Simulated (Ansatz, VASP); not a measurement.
## KZn2Ge2 in VASP and in Ansatz

```
CELL_PARAMETERS angstrom
0.00000 4.44676 0.00000
4.44676 0.00000 0.00000
2.22338 2.22338 -5.73009
ATOMIC_POSITIONS crystal
Ge 0.38080 0.38080 0.23840
Ge 0.61920 0.61920 0.76160
K 0.00000 0.00000 0.00000
Zn 0.75000 0.25000 0.50000
Zn 0.25000 0.75000 0.50000
```

Alike in both runs: functional PBE; k mesh 7 × 7 × 7; no spin polarisation.

Ansatz relaxed the structure, and its values are those at the end. VASP's run is a single point on that final structure, the one shown.

```csv
,VASP,Ansatz
version,VASP 6.6.1,Ansatz 0.2.0
potentials or method,"VASP PAW PBE potentials, release 64 (Ge_d, K_sv, Zn), cutoff 520 eV",PAW plane waves
occupations,"fermi-dirac, width 0.1 eV",fermi-dirac
valence electrons in the cell,61,61
```

Ansatz gave:

* pressure (GPa): -2.2

Q: Estimate VASP's values.

A: Pressure (GPa): -2.1.

Ansatz's warnings: stress scf threshold loose.
